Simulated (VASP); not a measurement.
# B4C3 (P6_3/m) in VASP: a series of runs, part 2 of 3

VASP 6.6.1. The steps go on from the part before.

**4. Relaxation of cell and atoms, PBE**

Input file INCAR:

```
SYSTEM = B4C3
  PREC = Accurate
  ENCUT = 600
  EDIFF = 1E-6
  ISMEAR = 0
  SIGMA = 0.1
  LREAL = .FALSE.
  LASPH = .TRUE.
  NELM = 100
  ALGO = Normal
  ISIF = 3
  LWAVE = .FALSE.
  LCHARG = .FALSE.
  GGA = PE
  IBRION = 2
  NSW = 90
  EDIFFG = -0.04
```

Input file KPOINTS:

```
regular mesh
0
G
  3 3 6
  0 0 0
```

Input file POSCAR:

```
B4C3
1.0
    6.8476277700      0.0000000000      0.0000000000
   -3.4238138900      5.9302196000      0.0000000000
    0.0000000000      0.0000000000      2.6226537900
B C
8 6
Direct
    0.6666666700      0.3333333300      0.7500000000
    0.3333333300      0.6666666700      0.2500000000
    0.6696315900      0.9727169700      0.7500000000
    0.6969146100      0.6696315900      0.2500000000
    0.9727169700      0.3030853900      0.2500000000
    0.0272830300      0.6969146100      0.7500000000
    0.3303684100      0.0272830300      0.2500000000
    0.3030853900      0.3303684100      0.7500000000
    0.8291482800      0.2354844800      0.7500000000
    0.5936638000      0.8291482800      0.2500000000
    0.2354844800      0.4063362000      0.2500000000
    0.7645155200      0.5936638000      0.7500000000
    0.4063362000      0.1708517200      0.7500000000
    0.1708517200      0.7645155200      0.2500000000
```

Potentials or basis: VASP PAW PBE potentials, release 64 (B, C).

The run is started by

```
> cat potpaw_PBE.64/B/POTCAR potpaw_PBE.64/C/POTCAR > POTCAR
> mpirun -np 1 vasp_std > vasp.out
```

OUTCAR:

```text
SYSTEM = B4C3
   PREC = Accurate
   ENCUT = 600
   EDIFF = 1E-6
   ISMEAR = 0
   LREAL = .FALSE.
   LASPH = .TRUE.
   NELM = 100
   ISIF = 3
   GGA = PE
   IBRION = 2
   NSW = 90
   EDIFFG = -0.04

 ion  position               nearest neighbor table
   1  0.667  0.333  0.750-   9 1.56  13 1.56  12 1.56
   2  0.333  0.667  0.250-  14 1.56  10 1.56  11 1.56
   3  0.670  0.973  0.750-  10 1.56  10 1.56   9 1.57
   4  0.697  0.670  0.250-  12 1.56  12 1.56  10 1.57
   5  0.973  0.303  0.250-   9 1.56   9 1.56  11 1.57
   6  0.027  0.697  0.750-  14 1.56  14 1.56  12 1.57
   7  0.330  0.027  0.250-  13 1.56  13 1.56  14 1.57
   8  0.303  0.330  0.750-  11 1.56  11 1.56  13 1.57
   9  0.829  0.235  0.750-   1 1.56   5 1.56   5 1.56   3 1.57
  10  0.594  0.829  0.250-   2 1.56   3 1.56   3 1.56   4 1.57
  11  0.235  0.406  0.250-   2 1.56   8 1.56   8 1.56   5 1.57
  12  0.765  0.594  0.750-   1 1.56   4 1.56   4 1.56   6 1.57
  13  0.406  0.171  0.750-   1 1.56   7 1.56   7 1.56   8 1.57
  14  0.171  0.765  0.250-   2 1.56   6 1.56   6 1.56   7 1.57

  LATTYP: Found a hexagonal cell.
 ALAT       =     6.8476277700
 C/A-ratio  =     0.3830018041

  Lattice vectors:

 A1 = (   6.8476277700,   0.0000000000,   0.0000000000)
 A2 = (  -3.4238138900,   5.9302196000,   0.0000000000)
[... 194 lines left out ...]

  FORCE on cell =-STRESS in cart. coord.  units (eV):
  Direction    XX          YY          ZZ          XY          YZ          ZX
  --------------------------------------------------------------------------------------
  -------------------------------------------------------------------------------------
  Total        5.2016084      5.2016084     18.3728347      0.0000469     -0.0000000      0.0000000
  in kB       78.2521635     78.2521634    276.3979811      0.0007056     -0.0000000      0.0000000
  external PRESSURE =     144.3007694 kB  Pullay stress =       0.0000000 kB
[... 125 lines left out ...]
  FREE ENERGIE OF THE ION-ELECTRON SYSTEM (eV)
  ---------------------------------------------------
  free  energy   TOTEN  =      -107.0539393455 eV

  energy  without entropy=     -107.0539393326  energy(sigma->0) =     -107.05393934

[... ionic steps 4 to 12 ...]

--------------------------------------- Ionic step       13  -------------------------------------------

 number of electron      48.0000005 magnetization

------------------------ aborting loop because EDIFF is reached ----------------------------------------
[... 91 lines left out ...]
--------------------------------------- Ionic step       15  -------------------------------------------

 number of electron      48.0000005 magnetization

 Free energy of the ion-electron system (eV)
  ---------------------------------------------------
  ext. energy  EPLUGINS =         0.00000000
  ---------------------------------------------------
  free energy    TOTEN  =      -107.17350002 eV

  energy without entropy =     -107.17350002  energy(sigma->0) =     -107.17350002

 E-fermi :   5.4236     XC(G=0): -11.1187

 val. band max:        4.9404636482   @ k =   0.3333   0.3333   0.0000
 cond. band min:       5.8818672824   @ k =   0.3333   0.3333   0.5000
 fundamental gap:      0.9414036342
 Fermi energy:         5.4235706315

 k-point     1 :       0.0000    0.0000    0.0000
  band No.  band energies     occupation
      1     -10.9397      2.00000
      2      -8.5924      2.00000
      3      -8.5924      2.00000
      4      -8.2565      2.00000
      5      -8.0085      2.00000
      6      -8.0085      2.00000
[... 450 lines left out ...]
  FREE ENERGIE OF THE ION-ELECTRON SYSTEM (eV)
  ---------------------------------------------------
  free  energy   TOTEN  =      -107.1735000152 eV

  energy  without entropy=     -107.1735000152  energy(sigma->0) =     -107.17350002

 reached required accuracy - stopping structural energy minimisation
```

Wall time 3 min (1 thread of Intel Xeon 6975P-C (Granite Rapids), shared host); peak memory 0.27 GiB.

What came out:

```
Free energy                           : -107.1735 eV
Relaxed volume                        : 7.87 Å³/atom
Relaxed cell                          : a = 6.824 Å, b = 6.824 Å, c = 2.733 Å, α = 90.00°, β = 90.00°, γ = 120.00°
Space group after relaxing (to 0.1 Å) : P6_3/m (No. 176)
Energy gained by relaxing             : 52.9 meV/atom
Ionic steps                           : 15
Pressure after relaxing               : 0.1 GPa
Largest force after relaxing          : 0.030 eV/Å
Band gap on the k mesh                : 0.94 eV (least direct gap 2.40 eV)
```

Forces in eV/Å, atoms in the order of the input:
```
B    0.000  0.000  0.000
B    0.000  0.000  0.000
B   -0.023 -0.019  0.000
B    0.005 -0.030  0.000
B   -0.028  0.010  0.000
B    0.028 -0.010  0.000
B    0.023  0.019  0.000
B   -0.005  0.030  0.000
C   -0.002  0.008  0.000
C   -0.008  0.002  0.000
C    0.006  0.006  0.000
C   -0.006 -0.006  0.000
C    0.008 -0.002  0.000
C    0.002 -0.008  0.000
```

Step by step:
```tsv
step	energy change (eV)	largest force (eV/Å)	pressure (GPa)	volume (Å³)
1	0.0000	1.4475	14.43	106.50
2	-0.3373	0.9472	-10.87	117.34
3	-0.6207	0.4059	-1.78	112.85
4	-0.6208	0.3914	-1.50	112.73
5	-0.6642	0.3462	-0.96	112.06
6	-0.6656	0.2957	-1.06	112.16
7	-0.6849	0.1575	0.64	111.19
8	-0.6853	0.1760	0.93	111.03
9	-0.6985	0.1324	0.24	111.24
10	-0.7065	0.1868	-0.84	111.58
11	-0.7172	0.1725	-0.71	111.36
12	-0.7348	0.1467	-0.31	110.69
13	-0.7356	0.1453	-0.21	110.50
14	-0.7398	0.0523	0.17	110.17
15	-0.7402	0.0300	0.09	110.24
```

Final structure:
```
B C
1.0
     6.82443   -0.00001    0.00000
    -3.41221    5.91014    0.00000
     0.00000    0.00000    2.73334
B C
8 6
Direct
  0.66667 0.33333 0.75000
  0.33333 0.66667 0.25000
  0.67551 0.98280 0.75000
  0.69271 0.67551 0.25000
  0.98280 0.30729 0.25000
  0.01720 0.69271 0.75000
  0.32449 0.01720 0.25000
  0.30729 0.32449 0.75000
  0.84922 0.24995 0.75000
  0.59926 0.84922 0.25000
  0.24995 0.40074 0.25000
  0.75005 0.59926 0.75000
  0.40074 0.15078 0.75000
  0.15078 0.75005 0.25000
```

Caveat: an odd mesh through Γ misses points on the zone boundary, where band edges can lie.

**5. Single point, PBE, collinear spin**

Input file INCAR:

```
PREC = Accurate ; ENCUT = 520
EDIFF = 1E-7 ; ISMEAR = 0
SIGMA = 0.1 ; LREAL = False
LASPH = True ; NELM = 150
ALGO = Normal ; ISIF = 2
LWAVE = False ; LCHARG = True
ISPIN = 2 ; MAGMOM = 0 0 0 0 0 0 0 0 1 1 1 1 1 1
LORBIT = 11 ; GGA = PE
LELF = True ; LVHAR = True
NBANDS = 41
```

Input file KPOINTS:

```
regular mesh
0
Gamma
  3 3 6
```

POSCAR is that of step 4.

Potentials or basis: VASP PAW PBE potentials, release 64 (B, C).

The run is started by

```
> cat potpaw_PBE.64/B/POTCAR potpaw_PBE.64/C/POTCAR > POTCAR
> mpirun -np 1 vasp_std > vasp.out
```

OUTCAR:

```text
PREC = Accurate
   ENCUT = 520
   EDIFF = 1E-7
   ISMEAR = 0
   LREAL = False
   LASPH = True
   NELM = 150
   ISIF = 2
   ISPIN = 2
   LORBIT = 11
   GGA = PE

 ion  position               nearest neighbor table
   1  0.667  0.333  0.750-   9 1.56  13 1.56  12 1.56
   2  0.333  0.667  0.250-  14 1.56  10 1.56  11 1.56
   3  0.670  0.973  0.750-  10 1.56  10 1.56   9 1.57
   4  0.697  0.670  0.250-  12 1.56  12 1.56  10 1.57
   5  0.973  0.303  0.250-   9 1.56   9 1.56  11 1.57
   6  0.027  0.697  0.750-  14 1.56  14 1.56  12 1.57
   7  0.330  0.027  0.250-  13 1.56  13 1.56  14 1.57
   8  0.303  0.330  0.750-  11 1.56  11 1.56  13 1.57
   9  0.829  0.235  0.750-   1 1.56   5 1.56   5 1.56   3 1.57
[... 1206 lines left out ...]
    total drift:                                0.000000      0.000000      0.000000

  FREE ENERGIE OF THE ION-ELECTRON SYSTEM (eV)
  ---------------------------------------------------
  free  energy   TOTEN  =      -106.4102116656 eV

  energy  without entropy=     -106.4010853588  energy(sigma->0) =     -106.40564851

 total charge

# of ion       s       p       d       tot
------------------------------------------
    1        0.736   1.253   0.000   1.988
    2        0.736   1.253   0.000   1.988
    3        0.752   1.246   0.000   1.997
    4        0.752   1.246   0.000   1.997
    5        0.752   1.246   0.000   1.997
    6        0.752   1.246   0.000   1.997
    7        0.752   1.246   0.000   1.997
    8        0.752   1.246   0.000   1.997
    9        0.856   1.836   0.000   2.693
   10        0.856   1.836   0.000   2.693
   11        0.856   1.836   0.000   2.693
   12        0.856   1.836   0.000   2.693
   13        0.856   1.836   0.000   2.693
   14        0.856   1.836   0.000   2.693
--------------------------------------------------
tot         11.120  20.997   0.000  32.117

 magnetization (x)

# of ion       s       p       d       tot
------------------------------------------
    1       -0.000  -0.000   0.000  -0.000
    2       -0.000  -0.000   0.000  -0.000
    3       -0.000  -0.000   0.000  -0.000
    4       -0.000  -0.000   0.000  -0.000
    5       -0.000  -0.000   0.000  -0.000
    6       -0.000  -0.000   0.000  -0.000
    7       -0.000  -0.000   0.000  -0.000
    8       -0.000  -0.000   0.000  -0.000
    9        0.000   0.000   0.000   0.000
   10        0.000   0.000   0.000   0.000
   11        0.000   0.000   0.000   0.000
   12        0.000   0.000   0.000   0.000
   13        0.000   0.000   0.000   0.000
   14        0.000   0.000   0.000   0.000
--------------------------------------------------
tot         -0.000   0.000   0.000  -0.000
```

OSZICAR:

```text
N       E                     dE             d eps       ncg     rms          rms(c)
DAV:   1     0.125887608021E+03    0.12589E+03   -0.23518E+04  1968   0.110E+03
DAV:   2    -0.105093477718E+03   -0.23098E+03   -0.21317E+03  2505   0.228E+02
DAV:   3    -0.117275712128E+03   -0.12182E+02   -0.12039E+02  2536   0.462E+01
DAV:   4    -0.117441860515E+03   -0.16615E+00   -0.16592E+00  2504   0.581E+00
DAV:   5    -0.117445421108E+03   -0.35606E-02   -0.35595E-02  2551   0.843E-01    0.209E+01
DAV:   6    -0.107790613069E+03    0.96548E+01   -0.21285E+01  2169   0.166E+01    0.879E+00
DAV:   7    -0.106570607100E+03    0.12200E+01   -0.37111E+00  2363   0.751E+00    0.458E+00
DAV:   8    -0.106395114346E+03    0.17549E+00   -0.37179E-01  2380   0.280E+00    0.205E+00
DAV:   9    -0.106405577074E+03   -0.10463E-01   -0.54570E-02  2358   0.123E+00    0.656E-01
DAV:  10    -0.106407504961E+03   -0.19279E-02   -0.35257E-03  2366   0.281E-01    0.224E-01
DAV:  11    -0.106409432791E+03   -0.19278E-02   -0.29782E-03  2278   0.232E-01    0.917E-02
DAV:  12    -0.106410053093E+03   -0.62030E-03   -0.52066E-04  2328   0.126E-01    0.335E-02
DAV:  13    -0.106410172559E+03   -0.11947E-03   -0.16171E-04  2310   0.581E-02    0.266E-02
DAV:  14    -0.106410208550E+03   -0.35991E-04   -0.33660E-05  2279   0.272E-02    0.110E-02
DAV:  15    -0.106410210685E+03   -0.21348E-05   -0.50852E-06  2405   0.899E-03    0.264E-03
DAV:  16    -0.106410211509E+03   -0.82360E-06   -0.66139E-07  2327   0.347E-03    0.148E-03
DAV:  17    -0.106410211634E+03   -0.12530E-06   -0.99117E-08  1948   0.163E-03    0.835E-04
DAV:  18    -0.106410211666E+03   -0.31826E-07   -0.41455E-08  1769   0.106E-03
   1 F= -.10641021E+03 E0= -.10640565E+03  d E =-.912631E-02  mag=    -0.0000
```

stdout:

```text
POSCAR found type information on POSCAR B C
 POSCAR found :  2 types and      14 ions
 scaLAPACK will be used
 LDA part: xc-table for (Slater+PW92), standard interpolation
 POSCAR, INCAR and KPOINTS ok, starting setup
 FFT: planning ... GRIDC
 FFT: planning ... GRID_SOFT
 FFT: planning ... GRID
 WAVECAR not read
 entering main loop
```

Run time: 67 s. Hardware: 1 thread of Intel Xeon 6975P-C (Granite Rapids), shared host; peak memory 0.3 GiB.

What came out:

* Free energy: -106.4102 eV
* Pressure: 14.7 GPa
* Largest force: 1.448 eV/Å
* Net moment: 0.00 μB per cell
* Valence electrons inside the program's atomic spheres: B 1.99, 2.00 (each value once); C 2.69

Forces on the atoms (eV/Å):
```
B    0.000  0.000  0.000
B    0.000  0.000  0.000
B    0.176 -0.722  0.000
B    0.714 -0.208  0.000
B   -0.537 -0.514  0.000
B    0.537  0.514  0.000
B   -0.176  0.722  0.000
B   -0.714  0.208  0.000
C    1.384  0.428  0.000
C    0.321  1.412  0.000
C    1.063 -0.984  0.000
C   -1.063  0.984  0.000
C   -0.321 -1.412  0.000
C   -1.384 -0.428  0.000
```

Stress tensor (GPa, compression positive):
```
 8.06  0.00  0.00
 0.00  8.06  0.00
 0.00  0.00 27.88
```

Levels at points of the mesh, in eV from the Fermi level:
Spin up:
```tsv
k point	band 21	band 22	band 23	band 24	band 25	band 26	band 27	band 28
(0.00, 0.00, 0.00)	-2.04	-1.00	-1.00	-0.82	0.65	4.33	4.33	4.70
(0.00, 0.00, 0.50)	-3.04	-3.04	-3.04	-3.04	0.06	0.06	2.32	2.32
```
Spin down:
| k point | band 22 | band 23 | band 24 | band 25 | band 26 | band 27 |
| --- | --- | --- | --- | --- | --- | --- |
| (0.00, 0.00, 0.00) | -1.00 | -1.00 | -0.82 | 0.65 | 4.33 | 4.33 |
| (0.00, 0.00, 0.50) | -3.04 | -3.04 | -3.04 | 0.06 | 0.06 | 2.32 |

Caveat: the k points lie up to 0.40 Å⁻¹ apart; forces of over 1 eV/Å act on the atoms, so gaps and moduli don't describe the material at rest.

(Part 2 of 3 ends here.)
